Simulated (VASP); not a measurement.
# OsPd4 (Pm-3m) in VASP: single point with PBE

Aim: the single point of OsPd4 with PBE.

All numbers are computed with VASP 6.6.1; they aren't measurements. Logs are shortened: lines on timing, memory, paths and dates and some standing lists are left out, and cuts for length are marked.

### 1 The cell of the first run

The structure is cubic, space group Pm-3m (No. 221). Conventional cell: a = 4.741 Å, b = 4.741 Å, c = 4.741 Å, α = 90.00°, β = 90.00°, γ = 90.00°. Pd (site symmetry 4/mmm) has 2 Pd at 2.37 Å within 3.1 Å. Within 3.1 Å of Pd (site symmetry m-3m) lie 6 Pd at 2.37 Å. Os (site symmetry m-3m) has 20 Pd at 3.35 to 4.11 Å within 4.4 Å.

The cell was generated, and may not be a known phase.

### 2 Single point, PBE, collinear spin

INCAR

```
SYSTEM = OsPd4
PREC = Accurate
ENCUT = 600
EDIFF = 1E-6
ISMEAR = 0
SIGMA = 0.1
LREAL = .FALSE.
LASPH = .TRUE.
NELM = 200
ALGO = Normal
ISIF = 2
LWAVE = .FALSE.
LCHARG = .FALSE.
ISPIN = 2
MAGMOM = 0.21 0.21 0.21 0.17 3.01
LORBIT = 11
LMAXMIX = 4
GGA = PE
NBANDS = 36
GGA_COMPAT = .FALSE.
```

KPOINTS

```
regular mesh
0
G
  8 8 8
  0 0 0
```

POSCAR

```
OsPd4
1.0
    4.7408301152      0.0000000000      0.0000000000
    0.0000000000      4.7408301152      0.0000000000
    0.0000000000      0.0000000000      4.7408301152
Pd Os
4 1
Direct
    0.0000000000      0.5000000000      0.5000000000
    0.5000000000      0.0000000000      0.5000000000
    0.5000000000      0.5000000000      0.0000000000
    0.5000000000      0.5000000000      0.5000000000
    0.0000000000      0.0000000000      0.0000000000
```

Potentials or basis: VASP PAW PBE potentials, release 64 (Pd, Os).

Started as:

```
$ cat potpaw_PBE.64/Pd/POTCAR potpaw_PBE.64/Os/POTCAR > POTCAR
$ mpirun -np 1 vasp_std > vasp.out
```

OUTCAR:

```text
SYSTEM = OsPd4
   PREC = Accurate
   ENCUT = 600
   EDIFF = 1E-6
   ISMEAR = 0
   LREAL = .FALSE.
   LASPH = .TRUE.
   NELM = 200
   ISIF = 2
   ISPIN = 2
   LORBIT = 11
   GGA = PE

 ion  position               nearest neighbor table
   1  0.000  0.500  0.500-   4 2.37   4 2.37   2 3.35   5 3.35   3 3.35   5 3.35   2 3.35   5 3.35
                             5 3.35   2 3.35   3 3.35   3 3.35   3 3.35   2 3.35
   2  0.500  0.000  0.500-   4 2.37   4 2.37   1 3.35   5 3.35   3 3.35   5 3.35   1 3.35   3 3.35
                             3 3.35   3 3.35   1 3.35   5 3.35   5 3.35   1 3.35
   3  0.500  0.500  0.000-   4 2.37   4 2.37   1 3.35   5 3.35   1 3.35   2 3.35   2 3.35   2 3.35
                             5 3.35   2 3.35   1 3.35   5 3.35   1 3.35   5 3.35
   4  0.500  0.500  0.500-   1 2.37   2 2.37   3 2.37   3 2.37   2 2.37   1 2.37
   5  0.000  0.000  0.000-   1 3.35   2 3.35   3 3.35   1 3.35   2 3.35   1 3.35   3 3.35   1 3.35
                             2 3.35   3 3.35   2 3.35   3 3.35

  LATTYP: Found a simple cubic cell.
 ALAT       =     4.7408301152

  Lattice vectors:

 A1 = (   4.7408301152,   0.0000000000,   0.0000000000)
 A2 = (   0.0000000000,   4.7408301152,   0.0000000000)
 A3 = (   0.0000000000,   0.0000000000,   4.7408301152)

Analysis of symmetry for initial positions (statically):
=====================================================================
 Subroutine PRICEL returns:
 Original cell was already a primitive cell.

 Routine SETGRP: Setting up the symmetry group for a
 simple cubic supercell.

 Subroutine GETGRP returns: Found 48 space group operations
 (whereof 48 operations were pure point group operations)
 out of a pool of 48 trial point group operations.

The static configuration has the point symmetry O_h .

Analysis of symmetry for dynamics (positions and initial velocities):
=====================================================================
 Subroutine PRICEL returns:
 Original cell was already a primitive cell.

 Routine SETGRP: Setting up the symmetry group for a
 simple cubic supercell.

 Subroutine GETGRP returns: Found 48 space group operations
 (whereof 48 operations were pure point group operations)
 out of a pool of 48 trial point group operations.

The dynamic configuration has the point symmetry O_h .

Analysis of structural, dynamic, and magnetic symmetry:
=====================================================================
 Subroutine PRICEL returns:
 Original cell was already a primitive cell.

 Routine SETGRP: Setting up the symmetry group for a
 simple cubic supercell.

 Subroutine GETGRP returns: Found 48 space group operations
 (whereof 48 operations were pure point group operations)
 out of a pool of 48 trial point group operations.

The overall configuration has the point symmetry O_h .

 Subroutine INISYM returns: Found 48 space group operations
 (whereof 48 operations are pure point group operations),
 and found     1 'primitive' translations

----------------------------------------------------------------------------------------

                                     Primitive cell

  volume of cell :     106.5524

  direct lattice vectors                    reciprocal lattice vectors
     4.740830115  0.000000000  0.000000000     0.210933523  0.000000000  0.000000000
     0.000000000  4.740830115  0.000000000     0.000000000  0.210933523  0.000000000
     0.000000000  0.000000000  4.740830115     0.000000000  0.000000000  0.210933523

  length of vectors
     4.740830115  4.740830115  4.740830115     0.210933523  0.210933523  0.210933523

  position of ions in fractional coordinates (direct lattice)
     0.000000000  0.500000000  0.500000000
     0.500000000  0.000000000  0.500000000
     0.500000000  0.500000000  0.000000000
     0.500000000  0.500000000  0.500000000
     0.000000000  0.000000000  0.000000000

  ion indices of the primitive-cell ions
   primitive index   ion index
                 1           1
                 2           2
                 3           3
                 4           4
                 5           5

----------------------------------------------------------------------------------------

 KPOINTS: regular mesh

Automatic generation of k-mesh.
 Grid dimensions read from file:
 generate k-points for:    8    8    8

 Generating k-lattice:

  Cartesian coordinates                     Fractional coordinates (reciprocal lattice)
     0.026366690  0.000000000  0.000000000     0.125000000  0.000000000  0.000000000
     0.000000000  0.026366690  0.000000000     0.000000000  0.125000000  0.000000000
     0.000000000  0.000000000  0.026366690     0.000000000  0.000000000  0.125000000

  Length of vectors
     0.026366690  0.026366690  0.026366690

  Shift w.r.t. Gamma in fractional coordinates (k-lattice)
     0.000000000  0.000000000  0.000000000

 Subroutine IBZKPT returns following result:
 ===========================================

 Found     35 irreducible k-points:

 Following reciprocal coordinates:
            Coordinates               Weight
  0.000000  0.000000  0.000000      1.000000
  0.125000  0.000000  0.000000      6.000000
  0.250000  0.000000  0.000000      6.000000
  0.375000  0.000000  0.000000      6.000000
  0.500000  0.000000  0.000000      3.000000
  0.125000  0.125000  0.000000     12.000000
[... 16 lines left out ...]
  0.375000  0.375000  0.125000     24.000000
  0.500000  0.375000  0.125000     24.000000
 [... further k-points ...]
   k-points           NKPTS =     35   k-points in BZ     NKDIM =     35   number of bands    NBANDS=     36
   number of dos      NEDOS =    301   number of ions     NIONS =      5
   total plane-waves  NPLWV =  64000
   dimension x,y,z NGX =    40 NGY =   40 NGZ =   40
   dimension x,y,z NGXF=    80 NGYF=   80 NGZF=   80
   ions per type =               4   1
   NGX,Y,Z   is equivalent  to a cutoff of  14.03, 14.03, 14.03 a.u.
   NGXF,Y,Z  is equivalent  to a cutoff of  28.05, 28.05, 28.05 a.u.
 SYSTEM =  OsPd4
   PREC   = accura    normal or accurate (medium, high low for compatibility)
   ISTART =      0    job   : 0-new  1-cont  2-samecut
   ICHARG =      2    charge: 1-file 2-atom 10-const
   ISPIN  =      2    spin polarized calculation?
   LNONCOLLINEAR =      F non collinear calculations
   LSORBIT =      F    spin-orbit coupling
   LASPH  =      T    aspherical Exc in radial PAW
   ENCUT  =  600.0 eV  44.10 Ry    6.64 a.u.   9.47  9.47  9.47*2*pi/ulx,y,z
   NELM   =    200;   NELMIN=  2; NELMDL= -5     # of ELM steps
   EDIFF  = 0.1E-05   stopping-criterion for ELM
   LREAL  =      F    real-space projection
   EDIFFG = 0.1E-04   stopping-criterion for IOM
   NSW    =      0    number of steps for IOM
   IBRION =     -1    ionic relax: 0-MD 1-quasi-New 2-CG
   NFREE  =      0    steps in history (QN), initial steepest desc. (CG)
   ISIF   =      2    stress and relaxation
   ISYM   =      2    0-nonsym 1-usesym 2-fastsym
   POTIM  = 0.5000    time-step for ionic-motion
   TEBEG  =    0.0;   TEEND  =   0.0 temperature during run
   PSTRESS=    0.0 pullay stress
   NELECT =      48.0000    total number of electrons
   NUPDOWN=      -1.0000    fix difference up-down
   EMIN   =  10.00;   EMAX   =-10.00  energy-range for DOS
   EFERMI =   0.00;   METHOD = LEGACY
   ISMEAR =     0;   SIGMA  =   0.10  broadening in eV -4-tet -1-fermi 0-gaus
   EFERMI_NEDOS =   21; number of points for ismear=-14 and -15
   IALGO  =     38    algorithm
   IMIX   =      4    mixing-type and parameters
     AMIX     =   0.40;   BMIX     =  1.00
     AMIX_MAG =   1.60;   BMIX_MAG =  1.00
  volume/ion in A,a.u.               =      21.31       143.81
  Fermi-wavevector in a.u.,A,eV,Ry     =   1.254972  2.371554 21.428574  1.574956
  Thomas-Fermi vector in A             =   2.388752
   LORBIT       =     11    0 simple, 1 ext, 2 COOP (PROOUT), +10 PAW based schemes
   GGA     = PE    functional components
   LHFCALC =     F    Hartree Fock is set to
   AEXX    =    0.0000 exact exchange contribution
   IVDW    =     0    specifies the selected vdW correction
   LEPSILON=     F    determine dielectric tensor
   LRPA    =     F    only Hartree local field effects (RPA)
 spin polarized calculation
 Gauss-broadening in eV      SIGMA  =   0.10
  energy-cutoff  :      600.00
  volume of cell :      106.55
 maximum number of plane-waves:      3590
 NGX is ok and might be reduce to    40
   NGX = 19   NGY = 19   NGZ = 19

 number of electron      47.9999986 magnetization       3.4070583

 Free energy of the ion-electron system (eV)
  ---------------------------------------------------
  ext. energy  EPLUGINS =         0.00000000
  ---------------------------------------------------
  free energy    TOTEN  =       -22.77867042 eV

  energy without entropy =      -22.73320557  energy(sigma->0) =      -22.75593799

 E-fermi :   5.1991     XC(G=0): -10.9917

 val. band max:        5.1987272717   @ k =   0.3750   0.1250   0.1250
 cond. band min:       5.2021807056   @ k =   0.1250   0.1250   0.0000
 fundamental gap:      0.0034534339
 Fermi energy:         5.1990694833

 spin component 1

 k-point     1 :       0.0000    0.0000    0.0000
  band No.  band energies     occupation
      1      -0.8331      1.00000
      2      -0.3627      1.00000
      3      -0.3627      1.00000
      4       0.1715      1.00000
      5       0.1715      1.00000
      6       0.1715      1.00000
[... 28 lines left out ...]
     35      13.1340      0.00000
     36      13.8183      0.00000

 k-point     2 :       0.1250    0.0000    0.0000
  band No.  band energies     occupation
      1      -0.7227      1.00000
      2      -0.3596      1.00000
      3      -0.2368      1.00000
      4       0.1853      1.00000
      5       0.2454      1.00000
      6       0.2454      1.00000
[... 28 lines left out ...]
     35      12.9838      0.00000
     36      13.6253      0.00000
[... 817 lines left out ...]
     35      14.9673      0.00000
     36      15.0199      0.00000

 k-point    24 :       0.5000    0.3750    0.1250
  band No.  band energies     occupation
      1      -0.0690      1.00000
      2       0.8209      1.00000
      3       0.9397      1.00000
      4       1.2343      1.00000
      5       1.3096      1.00000
      6       1.8540      1.00000
[... 28 lines left out ...]
     35      14.5176      0.00000
     36      15.6831      0.00000

 [... further k-points ...]

 spin component 2

 k-point     1 :       0.0000    0.0000    0.0000
  band No.  band energies     occupation
      1      -0.6960      1.00000
      2      -0.3178      1.00000
      3      -0.3178      1.00000
      4       0.2593      1.00000
      5       0.2593      1.00000
      6       0.2593      1.00000
[... 28 lines left out ...]
     35      13.5868      0.00000
     36      13.7845      0.00000

 k-point     2 :       0.1250    0.0000    0.0000
  band No.  band energies     occupation
      1      -0.5925      1.00000
      2      -0.3147      1.00000
      3      -0.1868      1.00000
      4       0.2708      1.00000
      5       0.3327      1.00000
      6       0.3327      1.00000
[... 28 lines left out ...]
     35      13.3724      0.00000
     36      13.6446      0.00000
[... 817 lines left out ...]
     35      15.1002      0.00000
     36      15.2442      0.00000

 k-point    24 :       0.5000    0.3750    0.1250
  band No.  band energies     occupation
      1      -0.0262      1.00000
      2       0.9143      1.00000
      3       1.0418      1.00000
      4       1.3561      1.00000
      5       1.4409      1.00000
      6       2.0668      1.00000
[... 28 lines left out ...]
     35      14.6117      0.00000
     36      15.9877      0.00000

 [... further k-points ...]
[... 5 lines left out ...]
  --------------------------------------------------------------------------------------
  -------------------------------------------------------------------------------------
  Total       -0.2908543     -0.2908543     -0.2908543      0.0000000     -0.0000000      0.0000000
  in kB       -4.3734375     -4.3734375     -4.3734375      0.0000000     -0.0000000      0.0000000
  external PRESSURE =      -4.3734375 kB  Pullay stress =       0.0000000 kB

 VOLUME and BASIS-vectors are now :
 -----------------------------------------------------------------------------
  energy-cutoff  :      600.00
  volume of cell :      106.55
      direct lattice vectors                 reciprocal lattice vectors
     4.740830115  0.000000000  0.000000000     0.210933523  0.000000000  0.000000000
     0.000000000  4.740830115  0.000000000     0.000000000  0.210933523  0.000000000
     0.000000000  0.000000000  4.740830115     0.000000000  0.000000000  0.210933523

 POSITION                                       TOTAL-FORCE (eV/Angst)
 -----------------------------------------------------------------------------------
      0.00000      2.37042      2.37042         0.000000      0.000000      0.000000
      2.37042      0.00000      2.37042         0.000000      0.000000      0.000000
      2.37042      2.37042      0.00000         0.000000      0.000000      0.000000
      2.37042      2.37042      2.37042         0.000000      0.000000      0.000000
      0.00000      0.00000      0.00000         0.000000      0.000000      0.000000
 -----------------------------------------------------------------------------------
    total drift:                               -0.000000     -0.000000     -0.000000

  FREE ENERGIE OF THE ION-ELECTRON SYSTEM (eV)
  ---------------------------------------------------
  free  energy   TOTEN  =       -22.7786704163 eV

  energy  without entropy=      -22.7332055719  energy(sigma->0) =      -22.75593799

 total charge

# of ion       s       p       d       tot
------------------------------------------
    1        0.402   0.308   8.542   9.252
    2        0.402   0.308   8.542   9.252
    3        0.402   0.308   8.542   9.252
    4        0.697   0.556   8.682   9.936
    5        0.468   0.143   5.613   6.224
--------------------------------------------------
tot          2.371   1.624  39.921  43.916

 magnetization (x)

# of ion       s       p       d       tot
------------------------------------------
    1       -0.024  -0.002   0.156   0.130
    2       -0.024  -0.002   0.156   0.130
    3       -0.024  -0.002   0.156   0.130
    4        0.004  -0.007   0.095   0.092
    5        0.074   0.018   2.678   2.770
--------------------------------------------------
tot          0.007   0.004   3.241   3.252
```

Wall time 2.3 min (1 thread of Intel Xeon 6975P-C (Granite Rapids), shared host); peak memory 0.44 GiB.

What came out:

* Free energy: -22.7787 eV
* Pressure: -0.4 GPa
* Net moment: 3.41 μB per cell
* Site moments: Pd +0.13, +0.09 (each value once); Os +2.77 μB
* Valence electrons inside the program's atomic spheres: Pd 9.25, 9.94 (each value once); Os 6.22

Caveat: spin-orbit coupling is left out, which moves the levels of the heavy elements.
